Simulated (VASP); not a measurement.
A run of VASP 6.6.1:

POSCAR

```
W
1.0
    5.2161444915      0.0000000000      0.0000000000
    0.0000000000      5.2161444915      0.0000000000
    0.0000000000      0.0000000000      5.2161444915
W
8
Direct
    0.0000000000      0.0000000000      0.0000000000
    0.5000000000      0.5000000000      0.5000000000
    0.0000000000      0.5000000000      0.2500000000
    0.0000000000      0.5000000000      0.7500000000
    0.2500000000      0.0000000000      0.5000000000
    0.7500000000      0.0000000000      0.5000000000
    0.5000000000      0.7500000000      0.0000000000
    0.5000000000      0.2500000000      0.0000000000
```

INCAR.step1

```
PREC = Accurate ; ENCUT = 520
ISMEAR = 0 ; SIGMA = 0.1
LREAL = False ; LASPH = True
NELM = 80 ; NBANDS = 66
GGA = PE ; ALGO = Normal
EDIFF = 1E-4 ; LWAVE = True
LCHARG = False
```

The input INCAR.step2:

```
PREC = Accurate ; ENCUT = 520
EDIFF = 1E-6 ; ISMEAR = 0
SIGMA = 0.1 ; LREAL = False
LASPH = True ; NELM = 80
ALGO = Normal ; ISIF = 2
LWAVE = False ; LCHARG = True
METAGGA = R2SCAN ; LMIXTAU = True
LELF = True ; LVHAR = True
NBANDS = 66 ; ISTART = 1
```

File KPOINTS:

```
Automatic mesh
0
Gamma
  8 8 8
```

Potentials or basis: VASP PAW PBE potentials, release 64 (W_sv).

Run with:

```bash
$ cat potpaw_PBE.64/W_sv/POTCAR > POTCAR
$ cp INCAR.step1 INCAR
$ mpirun -np 1 vasp_std > vasp.out
$ cp INCAR.step2 INCAR
$ mpirun -np 1 vasp_std > vasp.out
```

Hardware: 1 thread of Intel Xeon 8259CL (shared host).

Question: How long does it take, and how much memory?

Answer: Wall time 22 min on 1 thread of Intel Xeon 8259CL, with other jobs on the host, peak memory 0.4 GiB. Counts: k points 35.
